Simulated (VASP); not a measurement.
Input of a VASP 6.6.1 run:

The input INCAR:

```
PREC = Accurate
ENCUT = 520
EDIFF = 1E-6
ISMEAR = -1
SIGMA = 0.1
LREAL = F
LASPH = T
NELM = 100
ALGO = Normal
ISIF = 2
LWAVE = F
LCHARG = T
GGA = CA
LELF = T
LVHAR = T
NBANDS = 10
```

KPOINTS

```
regular mesh
0
Gamma
  8 8 8
```

File POSCAR:

```
Cs
1.0
    4.1706235804      0.0000000000      0.0000000000
    0.0000000000      4.1706235804      0.0000000000
    0.0000000000      0.0000000000      4.1706235804
Cs
1
Direct
    0.0000000000      0.0000000000      0.0000000000
```

Potentials or basis: VASP PAW LDA potentials, release 64 (Cs_sv).

The run is started by

```console
$ cat potpaw_LDA.64/Cs_sv/POTCAR > POTCAR
$ mpirun -np 1 vasp_std > vasp.out
```

Task: Predict the pressure.

Result: 0.8 GPa.
